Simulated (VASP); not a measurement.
K2TaNbO6:

```
K Ta Nb O
1.0
     0.00000    4.04443    4.04443
     4.04443    0.00000    4.04443
     4.04443    4.04443    0.00000
K Ta Nb O
2 1 1 6
Direct
  0.25000 0.25000 0.25000
  0.75000 0.75000 0.75000
  0.50000 0.50000 0.50000
  0.00000 0.00000 0.00000
  0.74903 0.25097 0.25097
  0.25097 0.25097 0.74903
  0.74903 0.74903 0.25097
  0.74903 0.25097 0.74903
  0.25097 0.74903 0.25097
  0.25097 0.74903 0.74903
```

| Item | Value |
| --- | --- |
| Program | VASP 6.6.1 |
| Task | relaxation of cell and atoms |
| Functional | PBEsol |
| Potentials or basis | VASP PAW PBE potentials, release 64 (K_sv, Ta_pv, Nb_sv, O) |
| Cutoff | 600 eV |
| k mesh | 10 × 10 × 10 |
| Occupations | methfessel-paxton, width 0.05 eV |
| Spin | no spin polarisation |

At the start: pressure -7.6 GPa; volume 13.23 Å³/atom.

Question: Where does the relaxation end?

Answer: Over 6 steps the energy falls by 14.7 meV/atom and the volume is 12.67 Å³/atom (-4.3 %); space group Fm-3m (No. 225, to 0.1 Å) before and after.

The path:
```
step  energy change (eV)  largest force (eV/Å)  pressure (GPa)  volume (Å³)
   1              0.0000                0.3395           -7.57       132.31
   2              0.0521                0.3160           10.70       120.70
   3             -0.1464                0.0911            0.03       126.74
   4             -0.1464                0.0849            0.20       126.63
   5             -0.1463                0.1010           -0.02       126.75
   6             -0.1469                0.0028            0.09       126.69
```

Final structure:
```cif
data_structure
_symmetry_space_group_name_H-M 'P 1'
_symmetry_Int_Tables_number 1
_cell_length_a 5.6374
_cell_length_b 5.6374
_cell_length_c 5.6374
_cell_angle_alpha 60.000
_cell_angle_beta 60.000
_cell_angle_gamma 60.000
_cell_volume 126.69
loop_
_atom_site_label
_atom_site_type_symbol
_atom_site_fract_x
_atom_site_fract_y
_atom_site_fract_z
_atom_site_occupancy
K1 K 0.25000 0.25000 0.25000 1
K2 K 0.75000 0.75000 0.75000 1
Ta1 Ta 0.50000 0.50000 0.50000 1
Nb1 Nb 0.00000 0.00000 0.00000 1
O1 O 0.75020 0.24980 0.24980 1
O2 O 0.24980 0.24980 0.75020 1
O3 O 0.75020 0.75020 0.24980 1
O4 O 0.75020 0.24980 0.75020 1
O5 O 0.24980 0.75020 0.24980 1
O6 O 0.24980 0.75020 0.75020 1
```

Caveat: the PAW data sets were made with another functional, which shifts forces and pressure a little.
